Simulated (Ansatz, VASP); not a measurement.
B5Pt: VASP beside Ansatz

```
B Pt
1.0
     5.05384    0.00000    0.00000
    -2.52692    4.37676    0.00000
     0.00000    0.00000    2.38859
B Pt
5 1
Direct
  0.66667 0.33333 0.50000
  0.37601 0.00000 0.00000
  0.62399 0.62399 0.00000
  0.00000 0.37601 0.00000
  0.33333 0.66667 0.50000
  0.00000 0.00000 0.50000
```

Change from the starting cell: species swapped into the Mg5Cu type (P-62m, No. 189).

Alike in both runs: functional PBE; k mesh 6 × 6 × 4; occupations gaussian, width 0.1 eV; no spin polarisation.

Ansatz relaxed the structure, and its values are those at the end. VASP's run is a single point on that final structure, the one shown.

```csv
,VASP,Ansatz
version,VASP 6.6.1,Ansatz 0.2.0
potentials or method,"VASP PAW PBE potentials, release 64 (B, Pt), cutoff 520 eV","scalar-relativistic, plane waves, PAW"
valence electrons in the cell,25,33
```

```tsv
	VASP	Ansatz	Ansatz less VASP
gap on the k mesh at the Fermi level (eV)	none	none	-
pressure (GPa)	0.0	0.0	+0.04
rms of the force components (eV/Å)	0.006	0.005	-0.0015
```

A gap of «none» marks a metal or a gap that the smearing closes. VASP's potentials hold 25 valence electrons a cell and Ansatz's 33, so a difference there can come from the potentials and not from the codes.

The k mesh is coarse, so the values compare programs but aren't converged. Neither program's run includes spin-orbit coupling.
